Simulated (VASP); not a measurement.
# CdHgP (P4_2/mmc) in VASP: a series of runs

CdHgP is run at these levels: PBE; tasks: relaxation of cell and atoms, single point.

Everything below comes from runs of VASP 6.6.1. Logs are shortened: lines on timing, memory, paths and dates and some standing lists are left out, and cuts for length are marked.

## Step 1: The cell of the first run

The structure is tetragonal, space group P4_2/mmc (No. 131). The conventional cell has a = 4.918 Å, b = 4.918 Å, c = 6.411 Å, α = 90.00°, β = 90.00°, γ = 90.00°. Cd (site symmetry -4m2) has 4 P at 2.94 Å and 2 Cd at 3.21 Å and 8 Hg at 3.83 Å within 3.9 Å. Within 3.2 Å of Hg (site symmetry mmm) lie 2 P at 2.46 Å. P (site symmetry mmm) has 2 Hg at 2.46 Å and 4 Cd at 2.94 Å within 3.2 Å.

## Step 2: Relaxation of cell and atoms, PBE

INCAR

```
SYSTEM = CdHgP
PREC     = Accurate       ! precision mode
ENCUT    = 600            ! plane-wave cutoff, eV
EDIFF    = 1E-6           ! SCF threshold, eV
ISMEAR   = 0              ! smearing method
SIGMA    = 0.1            ! smearing width, eV
LREAL    = .False.        ! projectors in reciprocal space
LASPH    = .True.         ! aspherical terms in the spheres
NELM     = 100            ! most SCF steps
ALGO     = Normal         ! electronic algorithm
ISIF     = 3              ! what is computed and relaxed
LWAVE    = .False.        ! write WAVECAR
LCHARG   = .False.        ! write CHGCAR
GGA      = PE             ! functional
IBRION   = 2              ! ionic algorithm
NSW      = 90             ! ionic steps
EDIFFG   = -0.04          ! ionic threshold
```

KPOINTS

```
Automatic mesh
0
Gamma
  4 4 4
  0 0 0
```

POSCAR

```
CdHgP
1.0
    4.9175590137      0.0000000000      0.0000000000
    0.0000000000      4.9175590137      0.0000000000
    0.0000000000      0.0000000000      6.4109862935
Cd Hg P
2 2 2
Direct
    0.0000000000      0.0000000000      0.7500000000
    0.0000000000      0.0000000000      0.2500000000
    0.5000000000      0.5000000000      0.0000000000
    0.5000000000      0.5000000000      0.5000000000
    0.5000000000      0.0000000000      0.5000000000
    0.0000000000      0.5000000000      0.0000000000
```

Potentials or basis: VASP PAW PBE potentials, release 64 (Cd, Hg, P).

The run is started by

```console
cat potpaw_PBE.64/Cd/POTCAR potpaw_PBE.64/Hg/POTCAR potpaw_PBE.64/P/POTCAR > POTCAR
mpirun -np 1 vasp_std > vasp.out
```

OUTCAR:

```text
SYSTEM = CdHgP
   PREC = Accurate
   ENCUT = 600
   EDIFF = 1E-6
   ISMEAR = 0
   LREAL = .False.
   LASPH = .True.
   NELM = 100
   ISIF = 3
   GGA = PE
   IBRION = 2
   NSW = 90
   EDIFFG = -0.04

 ion  position               nearest neighbor table
   1  0.000  0.000  0.750-   5 2.94   6 2.94   6 2.94   5 2.94   2 3.21   2 3.21   3 3.83   4 3.83
                             4 3.83   3 3.83   4 3.83   3 3.83   3 3.83   4 3.83
   2  0.000  0.000  0.250-   5 2.94   6 2.94   6 2.94   5 2.94   1 3.21   1 3.21   3 3.83   4 3.83
                             4 3.83   3 3.83   4 3.83   3 3.83   3 3.83   4 3.83
   3  0.500  0.500  0.000-   6 2.46   6 2.46   4 3.21   4 3.21   1 3.83   1 3.83   2 3.83   1 3.83
                             2 3.83   2 3.83   1 3.83   2 3.83
   4  0.500  0.500  0.500-   5 2.46   5 2.46   3 3.21   3 3.21   1 3.83   1 3.83   2 3.83   2 3.83
                             1 3.83   2 3.83   1 3.83   2 3.83
   5  0.500  0.000  0.500-   4 2.46   4 2.46   1 2.94   2 2.94   1 2.94   2 2.94
   6  0.000  0.500  0.000-   3 2.46   3 2.46   1 2.94   1 2.94   2 2.94   2 2.94

  LATTYP: Found a simple tetragonal cell.
 ALAT       =     4.9175590137
 C/A-ratio  =     1.3036928028

  Lattice vectors:

 A1 = (   4.9175590137,   0.0000000000,   0.0000000000)
 A2 = (   0.0000000000,   4.9175590137,   0.0000000000)
 A3 = (   0.0000000000,   0.0000000000,   6.4109862935)

Analysis of symmetry for initial positions (statically):
=====================================================================
 Subroutine PRICEL returns:
 Original cell was already a primitive cell.

 Routine SETGRP: Setting up the symmetry group for a
 simple tetragonal supercell.

 Subroutine GETGRP returns: Found 16 space group operations
 (whereof  8 operations were pure point group operations)
 out of a pool of 16 trial point group operations.

The static configuration has the point symmetry D_2h.
 The point group associated with its full space group is D_4h.

Analysis of symmetry for dynamics (positions and initial velocities):
=====================================================================
 Subroutine PRICEL returns:
 Original cell was already a primitive cell.

 Routine SETGRP: Setting up the symmetry group for a
 simple tetragonal supercell.

 Subroutine GETGRP returns: Found 16 space group operations
 (whereof  8 operations were pure point group operations)
 out of a pool of 16 trial point group operations.

The dynamic configuration has the point symmetry D_2h.
 The point group associated with its full space group is D_4h.

 Subroutine INISYM returns: Found 16 space group operations
 (whereof  8 operations are pure point group operations),
 and found     1 'primitive' translations

----------------------------------------------------------------------------------------

                                     Primitive cell

  volume of cell :     155.0329

  direct lattice vectors                    reciprocal lattice vectors
     4.917559014  0.000000000  0.000000000     0.203352923  0.000000000  0.000000000
     0.000000000  4.917559014  0.000000000     0.000000000  0.203352923  0.000000000
     0.000000000  0.000000000  6.410986293     0.000000000  0.000000000  0.155982240

  length of vectors
     4.917559014  4.917559014  6.410986293     0.203352923  0.203352923  0.155982240

  position of ions in fractional coordinates (direct lattice)
     0.000000000  0.000000000  0.750000000
     0.000000000  0.000000000  0.250000000
     0.500000000  0.500000000  0.000000000
     0.500000000  0.500000000  0.500000000
     0.500000000  0.000000000  0.500000000
     0.000000000  0.500000000  0.000000000

  ion indices of the primitive-cell ions
   primitive index   ion index
                 1           1
                 2           2
                 3           3
                 4           4
                 5           5
[... 80 lines left out ...]
   EFERMI =   0.00;   METHOD = LEGACY
   ISMEAR =     0;   SIGMA  =   0.10  broadening in eV -4-tet -1-fermi 0-gaus
   EFERMI_NEDOS =   21; number of points for ismear=-14 and -15
   IALGO  =     38    algorithm
   IMIX   =      4    mixing-type and parameters
     AMIX     =   0.40;   BMIX     =  1.00
     AMIX_MAG =   1.60;   BMIX_MAG =  1.00
  volume/ion in A,a.u.               =      25.84       174.37
  Fermi-wavevector in a.u.,A,eV,Ry     =   1.179622  2.229162 18.932613  1.391508
  Thomas-Fermi vector in A             =   2.315929
   LORBIT       =      0    0 simple, 1 ext, 2 COOP (PROOUT), +10 PAW based schemes
   GGA     = PE    functional components
   LHFCALC =     F    Hartree Fock is set to
   AEXX    =    0.0000 exact exchange contribution
   IVDW    =     0    specifies the selected vdW correction
   LEPSILON=     F    determine dielectric tensor
   LRPA    =     F    only Hartree local field effects (RPA)
 conjugate gradient relaxation of ions
 non-spin polarized calculation
 Gauss-broadening in eV      SIGMA  =   0.10
  energy-cutoff  :      600.00
  volume of cell :      155.03
 maximum number of plane-waves:      5200
 NGX is ok and might be reduce to    40
   NGX = 19   NGY = 19   NGZ = 25

--------------------------------------- Ionic step        1  -------------------------------------------

 number of electron      58.0000002 magnetization

 Free energy of the ion-electron system (eV)
  ---------------------------------------------------
  ext. energy  EPLUGINS =         0.00000000
  ---------------------------------------------------
  free energy    TOTEN  =       -11.44007132 eV

  energy without entropy =      -11.43359433  energy(sigma->0) =      -11.43683283

------------------------ aborting loop because EDIFF is reached ----------------------------------------

  FORCE on cell =-STRESS in cart. coord.  units (eV):
  Direction    XX          YY          ZZ          XY          YZ          ZX
  --------------------------------------------------------------------------------------
  -------------------------------------------------------------------------------------
  Total        0.5052828      0.5052828     -0.1081735     -0.0000000      0.0000000      0.0000000
  in kB        5.2218102      5.2218102     -1.1179112     -0.0000000      0.0000000      0.0000000
  external PRESSURE =       3.1085697 kB  Pullay stress =       0.0000000 kB

 VOLUME and BASIS-vectors are now :
 -----------------------------------------------------------------------------
  energy-cutoff  :      600.00
  volume of cell :      155.03
      direct lattice vectors                 reciprocal lattice vectors
     4.917559014  0.000000000  0.000000000     0.203352923  0.000000000  0.000000000
     0.000000000  4.917559014  0.000000000     0.000000000  0.203352923  0.000000000
     0.000000000  0.000000000  6.410986293     0.000000000  0.000000000  0.155982240

 POSITION                                       TOTAL-FORCE (eV/Angst)
 -----------------------------------------------------------------------------------
      0.00000      0.00000      4.80824         0.000000      0.000000      0.000000
      0.00000      0.00000      1.60275         0.000000      0.000000     -0.000000
      2.45878      2.45878      0.00000         0.000000      0.000000      0.000000
      2.45878      2.45878      3.20549         0.000000      0.000000      0.000000
      2.45878      0.00000      3.20549         0.000000      0.000000      0.000000
      0.00000      2.45878      0.00000         0.000000      0.000000      0.000000
 -----------------------------------------------------------------------------------
    total drift:                               -0.000000     -0.000000     -0.000000

  FREE ENERGIE OF THE ION-ELECTRON SYSTEM (eV)
  ---------------------------------------------------
  free  energy   TOTEN  =       -11.4400713194 eV

  energy  without entropy=      -11.4335943335  energy(sigma->0) =      -11.43683283

--------------------------------------- Ionic step        2  -------------------------------------------

 number of electron      58.0000005 magnetization

 Free energy of the ion-electron system (eV)
  ---------------------------------------------------
  ext. energy  EPLUGINS =         0.00000000
  ---------------------------------------------------
  free energy    TOTEN  =       -11.44212059 eV

  energy without entropy =      -11.43523915  energy(sigma->0) =      -11.43867987

 E-fermi :   2.7833     XC(G=0):  -9.5340

 val. band max:        2.6908382022   @ k =   0.5000   0.5000   0.0000
 cond. band min:       2.7998259352   @ k =   0.5000   0.5000   0.0000
 fundamental gap:      0.1089877330
 Fermi energy:         2.7833214632

 k-point     1 :       0.0000    0.0000    0.0000
  band No.  band energies     occupation
      1      -9.2094      2.00000
      2      -8.8554      2.00000
      3      -6.3620      2.00000
      4      -6.2326      2.00000
      5      -6.2326      2.00000
      6      -6.0044      2.00000
[... 655 lines left out ...]
     33       6.1326      0.00000
     34       6.1326      0.00000

------------------------ aborting loop because EDIFF is reached ----------------------------------------

  FORCE on cell =-STRESS in cart. coord.  units (eV):
  Direction    XX          YY          ZZ          XY          YZ          ZX
  --------------------------------------------------------------------------------------
  -------------------------------------------------------------------------------------
  Total       -0.0460840     -0.0460840     -0.2008829      0.0000000      0.0000000      0.0000000
  in kB       -0.4728168     -0.4728168     -2.0610374      0.0000000      0.0000000      0.0000000
  external PRESSURE =      -1.0022236 kB  Pullay stress =       0.0000000 kB

 VOLUME and BASIS-vectors are now :
 -----------------------------------------------------------------------------
  energy-cutoff  :      600.00
  volume of cell :      156.16
      direct lattice vectors                 reciprocal lattice vectors
     4.937537567  0.000000000  0.000000000     0.202530105  0.000000000  0.000000000
    -0.000000000  4.937537567  0.000000000     0.000000000  0.202530105  0.000000000
     0.000000000  0.000000000  6.405410258     0.000000000  0.000000000  0.156118025

 POSITION                                       TOTAL-FORCE (eV/Angst)
 -----------------------------------------------------------------------------------
      0.00000      0.00000      4.80406        -0.000000      0.000000      0.000000
      0.00000      0.00000      1.60135         0.000000     -0.000000     -0.000000
      2.46877      2.46877      0.00000         0.000000     -0.000000      0.000000
      2.46877      2.46877      3.20271         0.000000     -0.000000      0.000000
      2.46877      0.00000      3.20271        -0.000000     -0.000000      0.000000
     -0.00000      2.46877      0.00000        -0.000000     -0.000000      0.000000
 -----------------------------------------------------------------------------------
    total drift:                               -0.000000     -0.000000     -0.000000

  FREE ENERGIE OF THE ION-ELECTRON SYSTEM (eV)
  ---------------------------------------------------
  free  energy   TOTEN  =       -11.4421205942 eV

  energy  without entropy=      -11.4352391538  energy(sigma->0) =      -11.43867987

 reached required accuracy - stopping structural energy minimisation
```

Wall time 1.9 min (1 thread of Intel Xeon Platinum 8488C (Sapphire Rapids), shared host); peak memory 0.37 GiB.

Results:

* Free energy: -11.4421 eV
* Relaxed volume: 26.03 Å³/atom
* Relaxed cell: a = 4.938 Å, b = 4.938 Å, c = 6.405 Å, α = 90.00°, β = 90.00°, γ = 90.00°
* Space group after relaxing (to 0.05 Å): P4_2/mmc (No. 131)
* Energy gained by relaxing: 0.3 meV/atom
* Ionic steps: 2
* Pressure after relaxing: -0.1 GPa
* Band gap on the k mesh: zero (band 29 reaches 4.54 eV, above the bottom of band 30 at 0.66 eV)

Stress tensor (GPa, compression positive):
```
-0.05  0.00  0.00
 0.00 -0.05  0.00
 0.00  0.00 -0.21
```

Step by step:
| step | energy change (eV) | largest force (eV/Å) | pressure (GPa) | volume (Å³) |
| --- | --- | --- | --- | --- |
| 1 | 0.0000 | 0.0000 | 0.31 | 155.03 |
| 2 | -0.0020 | 0.0000 | -0.10 | 156.16 |

Final structure:
```xyz
6
Lattice="4.9375 0.0000 0.0000 0.0000 4.9375 0.0000 0.0000 0.0000 6.4054" Properties=species:S:1:pos:R:3 pbc="T T T"
Cd    0.0000    0.0000    4.8041
Cd    0.0000    0.0000    1.6014
Hg    2.4688    2.4688    0.0000
Hg    2.4688    2.4688    3.2027
P     2.4688    0.0000    3.2027
P     0.0000    2.4688    0.0000
```

Caveat: spin-orbit coupling is left out, which moves the levels of the heavy elements.

## Step 3: Relaxation of cell and atoms, PBE

INCAR

```
SYSTEM = CdHgP
  ALGO = Normal
  EDIFF = 1E-7
  EDIFFG = -0.01
  ENCUT = 600
  GGA = PE
  IBRION = 2
  ISIF = 3
  ISMEAR = 0
  LASPH = .TRUE.
  LCHARG = .FALSE.
  LREAL = .FALSE.
  LWAVE = .FALSE.
  NELM = 100
  NSW = 100
  PREC = Accurate
  SIGMA = 0.1
```

KPOINTS

```
k-points
0
G
  8 8 6
  0 0 0
```

POSCAR is that of step 2.

Potentials or basis: VASP PAW PBE potentials, release 64 (Cd, Hg, P).

The run is started by

```console
cat potpaw_PBE.64/Cd/POTCAR potpaw_PBE.64/Hg/POTCAR potpaw_PBE.64/P/POTCAR > POTCAR
mpirun -np 1 vasp_std > vasp.out
```

It took 25 min on 1 thread of Intel Xeon Platinum 8375C at 2.90GHz (Ice Lake), shared host; peak memory 0.56 GiB.

The run converged. Its results:

| Item | Value |
| --- | --- |
| Free energy | -11.2052 eV |
| Relaxed volume | 25.92 Å³/atom |
| Relaxed cell | a = 5.014 Å, b = 5.014 Å, c = 6.186 Å, α = 90.00°, β = 90.00°, γ = 90.00° |
| Space group after relaxing (to 0.05 Å) | P4_2/mmc (No. 131) |
| Energy gained by relaxing | 8.9 meV/atom |
| Ionic steps | 9 |
| Pressure after relaxing | 0.0 GPa |
| Band gap on the k mesh | zero (band 29 reaches 4.80 eV, above the bottom of band 30 at 0.58 eV) |

Step by step:
| step | energy change (eV) | largest force (eV/Å) | pressure (GPa) | volume (Å³) |
| --- | --- | --- | --- | --- |
| 1 | 0.0000 | 0.0000 | 1.05 | 155.03 |
| 2 | -0.0350 | 0.0000 | -0.39 | 158.86 |
| 3 | -0.0355 | 0.0000 | -0.58 | 159.39 |
| 4 | -0.0465 | 0.0000 | -0.40 | 157.96 |
| 5 | -0.0533 | 0.0000 | -0.13 | 155.97 |
| 6 | -0.0534 | 0.0000 | -0.10 | 155.73 |
| 7 | -0.0533 | 0.0000 | -0.11 | 155.80 |
| 8 | -0.0534 | 0.0000 | 0.05 | 155.37 |
| 9 | -0.0535 | 0.0000 | -0.01 | 155.51 |

Final structure:
```
Cd Hg P
1.0
     5.01383    0.00000    0.00000
     0.00000    5.01383    0.00000
     0.00000    0.00000    6.18628
Cd Hg P
2 2 2
Direct
  0.00000 0.00000 0.75000
  0.00000 0.00000 0.25000
  0.50000 0.50000 0.00000
  0.50000 0.50000 0.50000
  0.50000 0.00000 0.50000
  0.00000 0.50000 0.00000
```

Levels at points of the mesh, in eV from the Fermi level:
```csv
k point,band 26,band 27,band 28,band 29,band 30,band 31,band 32,band 33
"(0.00, 0.00, 0.00)",-2.61,-1.66,-1.66,-1.58,-0.56,-0.48,1.35,2.86
"(0.50, 0.00, 0.00)",-2.45,-1.91,-1.50,-0.91,-0.07,2.24,2.45,2.84
"(0.50, 0.50, 0.00)",-2.16,-1.21,-1.21,-0.17,0.43,0.43,0.51,3.75
"(0.00, 0.00, 0.50)",-2.77,-2.08,-2.08,-1.80,-1.80,0.76,0.76,3.79
"(0.50, 0.00, 0.50)",-1.99,-1.59,-1.35,-1.31,-0.60,2.90,3.10,3.63
"(0.50, 0.50, 0.50)",-4.02,-1.98,-1.98,2.42,2.42,2.58,2.58,3.97
```

Caveat: spin-orbit coupling is left out, which moves the levels of the heavy elements.

## Step 4: Single point, PBE

INCAR

```
SYSTEM = CdHgP
ALGO = Normal
EDIFF = 1E-7
ENCUT = 520
GGA = PE
ISIF = 2
ISMEAR = 0
LASPH = .TRUE.
LCHARG = .FALSE.
LREAL = .FALSE.
LWAVE = .FALSE.
NBANDS = 38
NELM = 100
PREC = Accurate
SIGMA = 0.1
```

KPOINTS

```
k-points
0
G
  4 4 4
  0 0 0
```

POSCAR is that of step 3.

The run is started by

```console
cat potpaw_PBE.64/Cd/POTCAR potpaw_PBE.64/Hg/POTCAR potpaw_PBE.64/P/POTCAR > POTCAR
mpirun -np 1 vasp_std > vasp.out
```

Wall time 81 s (1 thread of Intel Xeon Platinum 8375C at 2.90GHz (Ice Lake), shared host); peak memory 0.31 GiB.

Results (log left out):

| Item | Value |
| --- | --- |
| Free energy | -11.4404 eV |
| Pressure | 0.3 GPa |
| Band gap on the k mesh | zero (band 29 reaches 4.57 eV, above the bottom of band 30 at 0.73 eV) |

Stress tensor (GPa, compression positive):
```
 0.54  0.00  0.00
 0.00  0.54  0.00
 0.00  0.00 -0.10
```

Levels at points of the mesh, in eV from the Fermi level:
| k point | band 28 | band 29 | band 30 | band 31 | band 32 | band 33 |
| --- | --- | --- | --- | --- | --- | --- |
| (0.00, 0.00, 0.00) | -2.14 | -1.73 | -1.10 | -1.09 | 1.11 | 2.52 |
| (0.50, 0.00, 0.00) | -1.76 | -1.47 | -0.27 | 1.78 | 1.98 | 2.47 |
| (0.50, 0.50, 0.00) | -1.69 | -0.76 | -0.11 | -0.11 | 0.01 | 3.55 |
| (0.00, 0.00, 0.50) | -2.47 | -2.10 | -2.10 | 0.38 | 0.38 | 3.52 |
| (0.50, 0.00, 0.50) | -1.78 | -1.64 | -1.11 | 2.67 | 2.70 | 2.70 |
| (0.50, 0.50, 0.50) | -2.40 | 1.74 | 1.74 | 2.07 | 2.07 | 3.36 |

Caveat: spin-orbit coupling is left out, which moves the levels of the heavy elements.

## Step 5: Overview

| task | cell | k mesh | cutoff (eV) | gap on the mesh (eV) | pressure (GPa) | relaxed volume (Å³/atom) |
| --- | --- | --- | --- | --- | --- | --- |
| relaxation of cell and atoms | relaxed | 4 × 4 × 4 | 600 | none | -0.1 | 26.03 |
| relaxation of cell and atoms | relaxed | 8 × 8 × 6 | 600 | none | 0.0 | 25.92 |
| single point | as given | 4 × 4 × 4 | 520 | none | 0.3 | - |

Alike in all rows: level PBE; potentials or basis VASP PAW PBE potentials, release 64 (Cd, Hg, P); no spin polarisation; smearing gaussian 0.1 eV.

Caveats: spin-orbit coupling is left out, which moves the levels of the heavy elements.

Absolute energies hang on the potentials; compare differences alone.
